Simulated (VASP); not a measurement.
Mo: relaxation of cell and atoms with LDA

Crystal: Mo.

```
Mo
1.0
     2.30979    0.00000    0.00000
     0.00000    2.30979    0.00000
     0.00000    0.00000    2.30979
Mo
1
Cartesian
  0.0000 0.0000 0.0000
```

```json
{
  "Program": "VASP 6.6.1",
  "Task": "relaxation of cell and atoms",
  "Functional": "LDA",
  "Potentials or basis": "VASP PAW LDA potentials, release 64 (Mo_sv)",
  "Cutoff": "600 eV",
  "k mesh": "16 × 16 × 16",
  "Occupations": "fermi-dirac, width 0.05 eV",
  "Spin": "no spin polarisation",
  "Target pressure": "120 GPa",
  "Dipole correction": "no",
  "Further INCAR settings": "ALGO = Normal; EDIFF = 1e-07; IBRION = 2; EDIFFG = -0.005; NSW = 60; ISIF = 3"
}
```

The relaxed volume is 12.41 Å³/atom, the relaxed cell is a = 2.315 Å, b = 2.315 Å, c = 2.315 Å, α = 90.00°, β = 90.00°, γ = 90.00° and the space group after relaxing (to 0.05 Å) is Pm-3m (No. 221). The energy change on relaxing (the enthalpy is what falls) is -66.4 meV/atom, the ionic steps are 4 and the pressure after relaxing is 120.0 GPa. The band gap on the k mesh is zero (band 7 reaches 18.41 eV, above the bottom of band 8 at 15.26 eV).

Step by step:
```csv
step,energy change (eV),largest force (eV/Å),pressure (GPa),volume (Å³)
1,0.0000,0.0000,124.61,12.32
2,-0.4356,0.0000,93.39,12.97
3,-0.0678,0.0000,119.91,12.41
4,-0.0664,0.0000,119.99,12.41
```

Final structure:
```
CELL_PARAMETERS angstrom
2.31521 0.00000 0.00000
0.00000 2.31521 0.00000
0.00000 0.00000 2.31521
ATOMIC_POSITIONS crystal
Mo 0.00000 0.00000 0.00000
```

Levels at points of the mesh, in eV from the Fermi level:
```csv
k point,band 5,band 6,band 7,band 8,band 9,band 10
"(0.00, 0.00, 0.00)",-7.36,-6.45,-6.45,6.05,6.05,6.05
"(0.50, 0.00, 0.00)",-5.05,-3.95,0.58,0.58,0.70,6.65
"(0.50, 0.50, 0.00)",-8.60,-2.88,1.73,1.73,8.16,8.16
"(0.50, 0.50, 0.50)",-6.21,-6.21,-6.21,6.59,10.21,10.21
```

Run time: 85 s on 1 thread of AMD EPYC 7R13, on a shared host, peak memory 0.11 GiB.

Caveat: the cell is relaxed towards a set pressure, so the enthalpy falls and the energy may rise.
